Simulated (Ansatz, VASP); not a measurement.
SiC in VASP and in Ansatz

```
Si C
1.0
     3.18366    0.00000    0.00000
    -1.59183    2.75713    0.00000
     0.00000    0.00000    5.14896
Si C
2 2
Direct
  0.33333 0.66667 0.00594
  0.66667 0.33333 0.50594
  0.33333 0.66667 0.37906
  0.66667 0.33333 0.87906
```

Alike in both runs: task single point; functional PBE; k mesh 12 × 12 × 6; occupations gaussian, width 0.02 eV; no spin polarisation.

|  | VASP | Ansatz |
| --- | --- | --- |
| version | VASP 6.6.1 | Ansatz 0.2.0 |
| potentials or method | VASP PAW PBE potentials, release 64 (Si, C), cutoff 520 eV | scalar-relativistic, plane waves, PAW |
| valence electrons in the cell | 16 | 16 |

VASP gave:

| Property | Result |
| --- | --- |
| gap on the k mesh at the Fermi level (eV) | 2.38 |
| least direct gap on the mesh (eV) | 3.64 |
| pressure (GPa) | -13.4 |
| traceless stress, the component that is largest in VASP (GPa) | 5.23 |
| rms of the force components (eV/Å) | 0.184 |

Q: What did Ansatz give for the same quantities?

A: gap on the k mesh at the Fermi level (eV): 2.38; least direct gap on the mesh (eV): 3.64; pressure (GPa): -13.4; traceless stress, the component that is largest in VASP (GPa): 5.21; rms of the force components (eV/Å): 0.184.

Atom by atom the forces differ by 0.000 eV/Å (rms over components).
